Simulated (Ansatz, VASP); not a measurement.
# MoP in VASP and in Ansatz

Contents of INCAR:

```
SYSTEM = MoP
  PREC = Accurate
  ENCUT = 400
  EDIFF = 1E-8
  ISMEAR = -1
  SIGMA = 0.08
  LREAL = .FALSE.
  LASPH = .TRUE.
  NELM = 200
  ALGO = Normal
  ISIF = 2
  LWAVE = .FALSE.
  LCHARG = .FALSE.
  LNONCOLLINEAR = .TRUE.
  MAGMOM = 0 0 0 0 0 0
  LORBIT = 11
  LSORBIT = .TRUE.
  GGA_COMPAT = .FALSE.
  LORBMOM = .TRUE.
  LMAXMIX = 4
  GGA = PE
  LEFG = .TRUE.
  NBANDS = 31
```

The input KPOINTS:

```
Automatic mesh
0
G
  15 15 13
  0 0 0
```

File POSCAR:

```
MoP
1.0
    3.2230000535      0.0000000000      0.0000000000
   -1.6115000268      2.7911999227      0.0000000000
    0.0000000000      0.0000000000      3.1910000000
Mo P
1 1
Direct
    0.0000000000      0.0000000000      0.0000000000
    0.3333333333      0.6666666667      0.5000000000
```

Input for Ansatz:

```yaml
crystal:
  lattice:
    - [3.2230000535, 0.0, 0.0]
    - [-1.6115000268, 2.7911999227, 0.0]
    - [0.0, 0.0, 3.191]
  atoms:
    - { symbol: Mo, position: [0.0, 0.0, 0.0] }
    - { symbol: P, position: [0.3333333333, 0.6666666667, 0.5] }
kpoints:
  mp_grid: { grid: [15, 15, 13] }
  band_path:
    path:
      - [0.0, 0.0, 0.0]
      - [0.5, 0.0, 0.0]
      - [0.3333333333, 0.3333333333, 0.0]
      - [0.0, 0.0, 0.0]
      - [0.0, 0.0, 0.5]
      - [0.5, 0.0, 0.5]
      - [0.3333333333, 0.3333333333, 0.5]
      - [0.0, 0.0, 0.5]
      - [0.5, 0.0, 0.5]
    npoints: 5
scf:
  occupations: { method: fermi_dirac, width: 0.08 }
hamiltonian:
  xc: pbe
  pseudopotentials: { kind: paw_fr }
output:
  forces: true
  stress: true
  eigenvalues: true
  efg: { contact_densities: true }
magnetization:
  noncollinear: true
  spin_orbit: true
```

Alike in both runs: task electric field gradients; functional PBE; k mesh 15 × 15 × 13; occupations fermi-dirac, width 0.08 eV; non-collinear spin, spin-orbit coupling.

```csv
,VASP,Ansatz
version,VASP 6.6.1,Ansatz 0.2.0
potentials or method,"VASP PAW PBE potentials, release 64 (Mo_sv, P)","PAW with Ansatz's default frozen-core files, fully relativistic files with spin-orbit coupling"
plane-wave cutoff (eV),400,420
valence electrons in the cell,19,19
```

|  | VASP | Ansatz | Ansatz less VASP |
| --- | --- | --- | --- |
| pressure (GPa) | 2.4 | 2.8 | +0.38 |
| traceless stress, the component that is largest in VASP (GPa) | -0.41 | -0.40 | +0.005 |
| net moment per atom (μB) | 0.00 | 0.00 | 0.000 |
| size of Vzz on the site where it differs most (V/Å²) | 7.7 | 2.0 | -5.65 |
